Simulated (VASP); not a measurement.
# PbF2 (Fluorocronite) (Fm-3m) in VASP: notebook

PbF2 (Fluorocronite) is run at these levels: PBE, LDA; tasks: single point.

All numbers are computed with VASP 6.6.1; they aren't measurements. Logs are shortened: lines on timing, memory, paths and dates and some standing lists are left out, and cuts for length are marked.

## Step 1: The cell of the first run

The structure is cubic, space group Fm-3m (No. 225). The conventional cell has a = 5.967 Å, b = 5.967 Å, c = 5.967 Å, α = 90.00°, β = 90.00°, γ = 90.00°. Pb (site symmetry m-3m) has 8 F at 2.58 Å within 3.4 Å. Within 3.4 Å of F (site symmetry -43m) lie 4 Pb at 2.58 Å and 6 F at 2.98 Å.

## Step 2: Single point, PBE (volume scaled by 1.02)

File INCAR:

```
PREC = Accurate
ENCUT = 520
EDIFF = 1E-7
ISMEAR = -1
SIGMA = 0.05
LREAL = F
LASPH = T
NELM = 60
ALGO = Normal
ISIF = 2
LWAVE = F
LCHARG = F
GGA = PE
NBANDS = 21
```

File KPOINTS:

```
Automatic mesh
0
Gamma
  8 8 8
```

File POSCAR:

```
PbF2
1.0
    0.0000000000      2.9832874594      2.9832874594
    2.9832874594      0.0000000000      2.9832874594
    2.9832874594      2.9832874594      0.0000000000
Pb F
1 2
Direct
    0.0000000000      0.0000000000      0.0000000000
    0.7500000000      0.7500000000      0.7500000000
    0.2500000000      0.2500000000      0.2500000000
```

Potentials or basis: VASP PAW PBE potentials, release 64 (Pb_d, F).

Run with:

```bash
> cat potpaw_PBE.64/Pb_d/POTCAR potpaw_PBE.64/F/POTCAR > POTCAR
> mpirun -np 1 vasp_std > vasp.out
```

OUTCAR:

```text
PREC = Accurate
   ENCUT = 520
   EDIFF = 1E-7
   ISMEAR = -1
   LREAL = F
   LASPH = T
   NELM = 60
   ISIF = 2
   GGA = PE

 ion  position               nearest neighbor table
   1  0.000  0.000  0.000-   2 2.58   2 2.58   3 2.58   3 2.58   2 2.58   2 2.58   3 2.58   3 2.58

   2  0.750  0.750  0.750-   1 2.58   1 2.58   1 2.58   1 2.58
   3  0.250  0.250  0.250-   1 2.58   1 2.58   1 2.58   1 2.58

  LATTYP: Found a face centered cubic cell.
 ALAT       =     5.9665749188

  Lattice vectors:

 A1 = (   0.0000000000,   2.9832874594,   2.9832874594)
 A2 = (   2.9832874594,   0.0000000000,   2.9832874594)
 A3 = (   2.9832874594,   2.9832874594,   0.0000000000)

Analysis of symmetry for initial positions (statically):
=====================================================================
 Subroutine PRICEL returns:
 Original cell was already a primitive cell.

 Routine SETGRP: Setting up the symmetry group for a
 face centered cubic supercell.

 Subroutine GETGRP returns: Found 48 space group operations
 (whereof 48 operations were pure point group operations)
 out of a pool of 48 trial point group operations.

The static configuration has the point symmetry O_h .

Analysis of symmetry for dynamics (positions and initial velocities):
=====================================================================
 Subroutine PRICEL returns:
 Original cell was already a primitive cell.

 Routine SETGRP: Setting up the symmetry group for a
 face centered cubic supercell.

 Subroutine GETGRP returns: Found 48 space group operations
 (whereof 48 operations were pure point group operations)
 out of a pool of 48 trial point group operations.

The dynamic configuration has the point symmetry O_h .

 Subroutine INISYM returns: Found 48 space group operations
 (whereof 48 operations are pure point group operations),
 and found     1 'primitive' translations

----------------------------------------------------------------------------------------

                                     Primitive cell

  volume of cell :      53.1025

  direct lattice vectors                    reciprocal lattice vectors
     0.000000000  2.983287459  2.983287459    -0.167600343  0.167600343  0.167600343
     2.983287459  0.000000000  2.983287459     0.167600343 -0.167600343  0.167600343
[... 76 lines left out ...]
   NGXF,Y,Z  is equivalent  to a cutoff of  25.22, 25.22, 25.22 a.u.
 SYSTEM =  unknown system
   PREC   = accura    normal or accurate (medium, high low for compatibility)
   ISTART =      0    job   : 0-new  1-cont  2-samecut
   ICHARG =      2    charge: 1-file 2-atom 10-const
   ISPIN  =      1    spin polarized calculation?
   LNONCOLLINEAR =      F non collinear calculations
   LSORBIT =      F    spin-orbit coupling
   LASPH  =      T    aspherical Exc in radial PAW
   ENCUT  =  520.0 eV  38.22 Ry    6.18 a.u.   7.84  7.84  7.84*2*pi/ulx,y,z
   NELM   =     60;   NELMIN=  2; NELMDL= -5     # of ELM steps
   EDIFF  = 0.1E-06   stopping-criterion for ELM
   LREAL  =      F    real-space projection
   EDIFFG = 0.1E-05   stopping-criterion for IOM
   NSW    =      0    number of steps for IOM
   IBRION =     -1    ionic relax: 0-MD 1-quasi-New 2-CG
   NFREE  =      0    steps in history (QN), initial steepest desc. (CG)
   ISIF   =      2    stress and relaxation
   ISYM   =      2    0-nonsym 1-usesym 2-fastsym
   POTIM  = 0.5000    time-step for ionic-motion
   TEBEG  =    0.0;   TEEND  =   0.0 temperature during run
   PSTRESS=    0.0 pullay stress
   NELECT =      28.0000    total number of electrons
   NUPDOWN=      -1.0000    fix difference up-down
   EMIN   =  10.00;   EMAX   =-10.00  energy-range for DOS
   EFERMI =   0.00;   METHOD = LEGACY
   ISMEAR =    -1;   SIGMA  =   0.05  broadening in eV -4-tet -1-fermi 0-gaus
   EFERMI_NEDOS =   21; number of points for ismear=-14 and -15
   IALGO  =     38    algorithm
   IMIX   =      4    mixing-type and parameters
     AMIX     =   0.40;   BMIX     =  1.00
     AMIX_MAG =   1.60;   BMIX_MAG =  1.00
  volume/ion in A,a.u.               =      17.70       119.45
  Fermi-wavevector in a.u.,A,eV,Ry     =   1.322581  2.499316 23.799604  1.749222
  Thomas-Fermi vector in A             =   2.452252
   LORBIT       =      0    0 simple, 1 ext, 2 COOP (PROOUT), +10 PAW based schemes
   GGA     = PE    functional components
   LHFCALC =     F    Hartree Fock is set to
   AEXX    =    0.0000 exact exchange contribution
   IVDW    =     0    specifies the selected vdW correction
   LEPSILON=     F    determine dielectric tensor
   LRPA    =     F    only Hartree local field effects (RPA)
 non-spin polarized calculation
  energy-cutoff  :      520.00
  volume of cell :       53.10
 maximum number of plane-waves:      1459
   NGX = 15   NGY = 15   NGZ = 15

 number of electron      28.0000021 magnetization

 Free energy of the ion-electron system (eV)
  ---------------------------------------------------
  ext. energy  EPLUGINS =         0.00000000
  ---------------------------------------------------
  free energy    TOTEN  =       -14.34717940 eV

  energy without entropy =      -14.34717940  energy(sigma->0) =      -14.34717940

 E-fermi :   2.8157     XC(G=0):  -9.3079

 val. band max:        1.6478851158   @ k =  -0.2500   0.5000   0.2500
 cond. band min:       6.0662297633   @ k =   0.5000   0.5000   0.0000
 fundamental gap:      4.4183446475
 Fermi energy:         2.8157395568

 k-point     1 :       0.0000    0.0000    0.0000
  band No.  band energies     occupation
      1     -19.2897      2.00000
      2     -18.7040      2.00000
      3     -12.7678      2.00000
      4     -12.7678      2.00000
      5     -12.7678      2.00000
      6     -12.7194      2.00000
[... 565 lines left out ...]
     20      17.6042      0.00000
     21      18.1107      0.00000

 [... further k-points ...]
[... 5 lines left out ...]
  --------------------------------------------------------------------------------------
  -------------------------------------------------------------------------------------
  Total        0.3267190      0.3267190      0.3267190      0.0000000     -0.0000000      0.0000000
  in kB        9.8575654      9.8575654      9.8575654      0.0000000     -0.0000000      0.0000000
  external PRESSURE =       9.8575654 kB  Pullay stress =       0.0000000 kB

 VOLUME and BASIS-vectors are now :
 -----------------------------------------------------------------------------
  energy-cutoff  :      520.00
  volume of cell :       53.10
      direct lattice vectors                 reciprocal lattice vectors
     0.000000000  2.983287459  2.983287459    -0.167600343  0.167600343  0.167600343
     2.983287459  0.000000000  2.983287459     0.167600343 -0.167600343  0.167600343
     2.983287459  2.983287459  0.000000000     0.167600343  0.167600343 -0.167600343

 POSITION                                       TOTAL-FORCE (eV/Angst)
 -----------------------------------------------------------------------------------
      0.00000      0.00000      0.00000         0.000000     -0.000000     -0.000000
      4.47493      4.47493      4.47493         0.000000      0.000000      0.000000
      1.49164      1.49164      1.49164        -0.000000     -0.000000     -0.000000
 -----------------------------------------------------------------------------------
    total drift:                                0.000000     -0.000000      0.000000

  FREE ENERGIE OF THE ION-ELECTRON SYSTEM (eV)
  ---------------------------------------------------
  free  energy   TOTEN  =       -14.3471793984 eV

  energy  without entropy=      -14.3471793983  energy(sigma->0) =      -14.34717940
```

stdout:

```text
POSCAR found type information on POSCAR PbF
 POSCAR found :  2 types and       3 ions
 scaLAPACK will be used
 LDA part: xc-table for (Slater+PW92), standard interpolation
 POSCAR, INCAR and KPOINTS ok, starting setup
 FFT: planning ... GRIDC
 FFT: planning ... GRID_SOFT
 FFT: planning ... GRID
 WAVECAR not read
 entering main loop
```

Wall time 10 s (1 thread of Intel Xeon 6975P-C (Granite Rapids), shared host); peak memory 0.18 GiB.

What came out:

```
Free energy            : -14.3472 eV
Pressure               : 1.0 GPa
Band gap on the k mesh : 4.42 eV, indirect (least direct gap 4.56 eV)
```

Caveat: the cell differs from its parent crystal (volume scaled by 1.02); spin-orbit coupling is left out, which moves the levels of the heavy elements. A k mesh can miss the band edges.

## Step 3: Single point, PBE (volume scaled by 1.06)

File INCAR:

```
  PREC = Accurate
  ENCUT = 520
  EDIFF = 1E-6
  ISMEAR = -1
  SIGMA = 0.05
  LREAL = F
  LASPH = T
  NELM = 60
  ALGO = Normal
  ISIF = 2
  LWAVE = F
  LCHARG = T
  GGA = PE
  LELF = T
  LVHAR = T
  NBANDS = 21
```

KPOINTS is that of step 2.

File POSCAR:

```
PbF2
1.0
    0.0000000000      3.0217857373      3.0217857373
    3.0217857373      0.0000000000      3.0217857373
    3.0217857373      3.0217857373      0.0000000000
Pb F
1 2
Direct
    0.0000000000      0.0000000000      0.0000000000
    0.7500000000      0.7500000000      0.7500000000
    0.2500000000      0.2500000000      0.2500000000
```

Potentials or basis: VASP PAW PBE potentials, release 64 (Pb_d, F).

Run with:

```bash
> cat potpaw_PBE.64/Pb_d/POTCAR potpaw_PBE.64/F/POTCAR > POTCAR
> mpirun -np 1 vasp_std > vasp.out
```

It took 11 s on 1 thread of Intel Xeon 6975P-C (Granite Rapids), shared host; peak memory 0.18 GiB.

The run converged. Its results:

```yaml
Free_energy: -14.3465 eV
Pressure: -1.6 GPa
Band_gap_on_the_k_mesh: 4.41 eV, indirect (least direct gap 4.56 eV)
```

Levels at points of the mesh, in eV from the valence-band top:
| k point | band 11 | band 12 | band 13 | band 14 | band 15 | band 16 | band 17 | band 18 |
| --- | --- | --- | --- | --- | --- | --- | --- | --- |
| (0.00, 0.00, 0.00) | -2.11 | -1.63 | -1.63 | -1.63 | 6.70 | 6.70 | 6.70 | 10.47 |
| (0.50, 0.00, 0.00) | -2.28 | -1.80 | -1.80 | 0.00 | 5.02 | 7.47 | 7.47 | 13.11 |
| (0.50, 0.50, 0.00) | -1.25 | -1.25 | -1.24 | -0.15 | 4.41 | 7.68 | 7.68 | 9.07 |

Caveat: the cell differs from its parent crystal (volume scaled by 1.06); spin-orbit coupling is left out, which moves the levels of the heavy elements.

## Step 4: Single point, LDA

File INCAR:

```
PREC     = Accurate       # precision mode
ENCUT    = 600            # plane-wave cutoff, eV
EDIFF    = 1E-6           # SCF threshold, eV
ISMEAR   = -1             # smearing method
SIGMA    = 0.05           # smearing width, eV
LREAL    = F              # projectors in reciprocal space
LASPH    = T              # aspherical terms in the spheres
NELM     = 120            # most SCF steps
ALGO     = Normal         # electronic algorithm
ISIF     = 2              # what is computed and relaxed
LWAVE    = F              # write WAVECAR
LCHARG   = F              # write CHGCAR
GGA      = CA             # functional
NBANDS   = 21             # bands
GGA_COMPAT= F
```

KPOINTS is that of step 3.

File POSCAR:

```
PbF2
1.0
    0.0000000000      2.9031601670      2.9031601670
    2.9031601670      0.0000000000      2.9031601670
    2.9031601670      2.9031601670      0.0000000000
Pb F
1 2
Direct
    0.0000000000      0.0000000000      0.0000000000
    0.7500000000      0.7500000000      0.7500000000
    0.2500000000      0.2500000000      0.2500000000
```

Potentials or basis: VASP PAW LDA potentials, release 64 (Pb_d, F).

Run with:

```bash
> cat potpaw_LDA.64/Pb_d/POTCAR potpaw_LDA.64/F/POTCAR > POTCAR
> mpirun -np 1 vasp_std > vasp.out
```

Run time: 46 s. Hardware: 1 thread of Intel Xeon 8259CL, shared host; peak memory 0.19 GiB.

Results (log left out):

```
Free energy            : -15.9578 eV
Pressure               : 0.2 GPa
Band gap on the k mesh : 4.20 eV, indirect (least direct gap 4.37 eV)
```

Levels at points of the mesh, in eV from the valence-band top:
| k point | band 12 | band 13 | band 14 | band 15 | band 16 | band 17 |
| --- | --- | --- | --- | --- | --- | --- |
| (0.00, 0.00, 0.00) | -2.41 | -2.41 | -2.41 | 6.61 | 6.61 | 6.61 |
| (0.50, 0.00, 0.00) | -2.58 | -2.58 | -0.06 | 4.78 | 7.68 | 7.68 |
| (0.50, 0.50, 0.00) | -1.92 | -1.92 | -0.17 | 4.20 | 7.95 | 7.95 |

Caveat: spin-orbit coupling is left out, which moves the levels of the heavy elements. A k mesh can miss the band edges.

## Step 5: Single point, LDA

This run uses another cell than the first one, of 16.31 Å³/atom, 0.922 times its volume.

File INCAR:

```
SYSTEM = PbF2
  ALGO = Normal
  EDIFF = 1E-6
  ENCUT = 600
  GGA = CA
  GGA_COMPAT = .FALSE.
  ISIF = 2
  ISMEAR = -1
  LASPH = .TRUE.
  LCHARG = .FALSE.
  LREAL = .FALSE.
  LWAVE = .FALSE.
  NBANDS = 21
  NELM = 120
  PREC = Accurate
  SIGMA = 0.05
```

File KPOINTS:

```
k-points
0
G
  8 8 8
  0 0 0
```

POSCAR is that of step 4.

Potentials or basis: VASP PAW LDA potentials, release 64 (Pb_d, F).

Run with:

```bash
> cat potpaw_LDA.64/Pb_d/POTCAR potpaw_LDA.64/F/POTCAR > POTCAR
> mpirun -np 1 vasp_std > vasp.out
```

OUTCAR:

```text
SYSTEM = PbF2
   EDIFF = 1E-6
   ENCUT = 600
   GGA = CA
   ISIF = 2
   ISMEAR = -1
   LASPH = .TRUE.
   LREAL = .FALSE.
   NELM = 120
   PREC = Accurate

 ion  position               nearest neighbor table
   1  0.000  0.000  0.000-   2 2.51   2 2.51   2 2.51   2 2.51   3 2.51   3 2.51   3 2.51   3 2.51

   2  0.750  0.750  0.750-   1 2.51   1 2.51   1 2.51   1 2.51
   3  0.250  0.250  0.250-   1 2.51   1 2.51   1 2.51   1 2.51

  LATTYP: Found a face centered cubic cell.
 ALAT       =     5.8063203340

  Lattice vectors:

 A1 = (   0.0000000000,   2.9031601670,   2.9031601670)
 A2 = (   2.9031601670,   0.0000000000,   2.9031601670)
 A3 = (   2.9031601670,   2.9031601670,   0.0000000000)

Analysis of symmetry for initial positions (statically):
=====================================================================
 Subroutine PRICEL returns:
 Original cell was already a primitive cell.

 Routine SETGRP: Setting up the symmetry group for a
 face centered cubic supercell.

 Subroutine GETGRP returns: Found 48 space group operations
 (whereof 48 operations were pure point group operations)
 out of a pool of 48 trial point group operations.

The static configuration has the point symmetry O_h .

Analysis of symmetry for dynamics (positions and initial velocities):
=====================================================================
 Subroutine PRICEL returns:
 Original cell was already a primitive cell.

 Routine SETGRP: Setting up the symmetry group for a
 face centered cubic supercell.

 Subroutine GETGRP returns: Found 48 space group operations
 (whereof 48 operations were pure point group operations)
 out of a pool of 48 trial point group operations.

The dynamic configuration has the point symmetry O_h .

 Subroutine INISYM returns: Found 48 space group operations
 (whereof 48 operations are pure point group operations),
 and found     1 'primitive' translations

[... 108 lines left out ...]
   NUPDOWN=      -1.0000    fix difference up-down
   EMIN   =  10.00;   EMAX   =-10.00  energy-range for DOS
   EFERMI =   0.00;   METHOD = LEGACY
   ISMEAR =    -1;   SIGMA  =   0.05  broadening in eV -4-tet -1-fermi 0-gaus
   EFERMI_NEDOS =   21; number of points for ismear=-14 and -15
   IALGO  =     38    algorithm
   IMIX   =      4    mixing-type and parameters
     AMIX     =   0.40;   BMIX     =  1.00
     AMIX_MAG =   1.60;   BMIX_MAG =  1.00
  volume/ion in A,a.u.               =      16.31       110.08
  Fermi-wavevector in a.u.,A,eV,Ry     =   1.359085  2.568298 25.131473  1.847111
  Thomas-Fermi vector in A             =   2.485863
   LORBIT       =      0    0 simple, 1 ext, 2 COOP (PROOUT), +10 PAW based schemes
   GGA     = CA    functional components
   LHFCALC =     F    Hartree Fock is set to
   AEXX    =    0.0000 exact exchange contribution
   IVDW    =     0    specifies the selected vdW correction
   LEPSILON=     F    determine dielectric tensor
   LRPA    =     F    only Hartree local field effects (RPA)
 non-spin polarized calculation
  energy-cutoff  :      600.00
  volume of cell :       48.94
 maximum number of plane-waves:      1660
 NGX is ok and might be reduce to    36

 number of electron      28.0000001 magnetization

 Free energy of the ion-electron system (eV)
  ---------------------------------------------------
  ext. energy  EPLUGINS =         0.00000000
  ---------------------------------------------------
  free energy    TOTEN  =       -15.95784067 eV

  energy without entropy =      -15.95784067  energy(sigma->0) =      -15.95784067

 E-fermi :   3.4451     XC(G=0): -10.3765

 val. band max:        2.3097840424   @ k =  -0.2500   0.5000   0.2500
 cond. band min:       6.5113569463   @ k =   0.5000   0.5000   0.0000
 fundamental gap:      4.2015729039
 Fermi energy:         3.4450789195

 k-point     1 :       0.0000    0.0000    0.0000
  band No.  band energies     occupation
      1     -18.9433      2.00000
      2     -18.1458      2.00000
      3     -12.1368      2.00000
      4     -12.1368      2.00000
      5     -12.1368      2.00000
      6     -12.0301      2.00000
[... 565 lines left out ...]
     20      18.5435      0.00000
     21      18.7840      0.00000

 [... further k-points ...]
[... 5 lines left out ...]
  --------------------------------------------------------------------------------------
  -------------------------------------------------------------------------------------
  Total        0.0669291      0.0669291      0.0669291     -0.0000000      0.0000000     -0.0000000
  in kB        2.1912026      2.1912026      2.1912026     -0.0000000      0.0000000     -0.0000000
  external PRESSURE =       2.1912026 kB  Pullay stress =       0.0000000 kB

 VOLUME and BASIS-vectors are now :
 -----------------------------------------------------------------------------
  energy-cutoff  :      600.00
  volume of cell :       48.94
      direct lattice vectors                 reciprocal lattice vectors
     0.000000000  2.903160167  2.903160167    -0.172226116  0.172226116  0.172226116
     2.903160167  0.000000000  2.903160167     0.172226116 -0.172226116  0.172226116
     2.903160167  2.903160167  0.000000000     0.172226116  0.172226116 -0.172226116

 POSITION                                       TOTAL-FORCE (eV/Angst)
 -----------------------------------------------------------------------------------
      0.00000      0.00000      0.00000         0.000000      0.000000     -0.000000
      4.35474      4.35474      4.35474         0.000000      0.000000      0.000000
      1.45158      1.45158      1.45158        -0.000000     -0.000000     -0.000000
 -----------------------------------------------------------------------------------
    total drift:                                0.000000      0.000000      0.000000

  FREE ENERGIE OF THE ION-ELECTRON SYSTEM (eV)
  ---------------------------------------------------
  free  energy   TOTEN  =       -15.9578406695 eV

  energy  without entropy=      -15.9578406695  energy(sigma->0) =      -15.95784067
```

Wall time 51 s (1 thread of Intel Xeon 8259CL, shared host); peak memory 0.19 GiB.

What came out:

```
Free energy            : -15.9578 eV
Pressure               : 0.2 GPa
Band gap on the k mesh : 4.20 eV, indirect (least direct gap 4.37 eV)
```

Levels at points of the mesh, in eV from the valence-band top:
```csv
k point,band 12,band 13,band 14,band 15,band 16,band 17
"(0.00, 0.00, 0.00)",-2.41,-2.41,-2.41,6.61,6.61,6.61
"(0.50, 0.00, 0.00)",-2.58,-2.58,-0.06,4.78,7.68,7.68
"(0.50, 0.50, 0.00)",-1.92,-1.92,-0.17,4.20,7.95,7.95
```

Caveat: spin-orbit coupling is left out, which moves the levels of the heavy elements. A k mesh can miss the band edges.

## Step 6: Summary

| level | potentials or basis | cell | cutoff (eV) | gap on the mesh (eV) | pressure (GPa) |
| --- | --- | --- | --- | --- | --- |
| PBE | VASP PAW PBE potentials, release 64 (Pb_d, F) | a = 4.219 Å, angles 60.0°, 3 atoms | 520 | 4.42 | 1.0 |
| PBE | VASP PAW PBE potentials, release 64 (Pb_d, F) | a = 4.273 Å, angles 60.0°, 3 atoms | 520 | 4.41 | -1.6 |
| LDA | VASP PAW LDA potentials, release 64 (Pb_d, F) | a = 4.106 Å, angles 60.0°, 3 atoms | 600 | 4.20 | 0.2 |

Alike in all rows: task single point; no spin polarisation; k mesh 8 × 8 × 8; smearing fermi-dirac 0.05 eV.

Caveats: spin-orbit coupling is left out, which moves the levels of the heavy elements.

Absolute energies hang on the potentials; compare differences alone.
